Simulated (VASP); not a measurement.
Wanted: the native input for a VASP 6.6.1 run.

```
Task                   : single point
Functional             : r2SCAN
Potentials or basis    : VASP PAW PBE potentials, release 64 (Ta_pv)
Cutoff                 : 520 eV
k mesh                 : 13 × 13 × 13
Occupations            : methfessel-paxton, width 1 eV
Spin                   : no spin polarisation
Dipole correction      : no
Further INCAR settings : ALGO = Normal; EDIFF = 1e-06; NBANDS = 12
```

Ta:

```xyz
1
Lattice="-1.6534 1.6534 1.6534 1.6534 -1.6534 1.6534 1.6534 1.6534 -1.6534" Properties=species:S:1:pos:R:3 pbc="T T T"
Ta    0.0000    0.0000    0.0000
```

One way to write it, as run:

POSCAR

```
Ta
1.0
   -1.6533592789      1.6533592789      1.6533592789
    1.6533592789     -1.6533592789      1.6533592789
    1.6533592789      1.6533592789     -1.6533592789
Ta
1
Direct
    0.0000000000      0.0000000000      0.0000000000
```

INCAR.step1

```
ALGO = Normal ; EDIFF = 1E-4
ENCUT = 520 ; GGA = PE
ISMEAR = 1 ; LASPH = T
LCHARG = F ; LREAL = F
LWAVE = T ; NBANDS = 12
NELM = 60 ; PREC = Accurate
SIGMA = 1.0
```

INCAR.step2

```
ALGO = Normal ; EDIFF = 1E-6
ENCUT = 520 ; ISIF = 2
ISMEAR = 1 ; ISTART = 1
LASPH = T ; LCHARG = F
LMIXTAU = T ; LREAL = F
LWAVE = F ; METAGGA = R2SCAN
NBANDS = 12 ; NELM = 60
PREC = Accurate ; SIGMA = 1.0
```

KPOINTS

```
k-points
0
Gamma
  13 13 13
```

Potentials or basis: VASP PAW PBE potentials, release 64 (Ta_pv).

The run is started by

```bash
$ cat potpaw_PBE.64/Ta_pv/POTCAR > POTCAR
$ cp INCAR.step1 INCAR
$ mpirun -np 1 vasp_std > vasp.out
$ cp INCAR.step2 INCAR
$ mpirun -np 1 vasp_std > vasp.out
```

Results of the run:

```yaml
Pressure: 0.4 GPa
```

Caveat: the PAW data sets were made with another functional, which shifts forces and pressure a little.

Run time: 68 s on 1 thread of Intel(R) Xeon(R) Platinum 8259CL CPU @ 2.50GHz (Skylake/Cascade Lake) (shared host), peak memory 0.15 GiB.
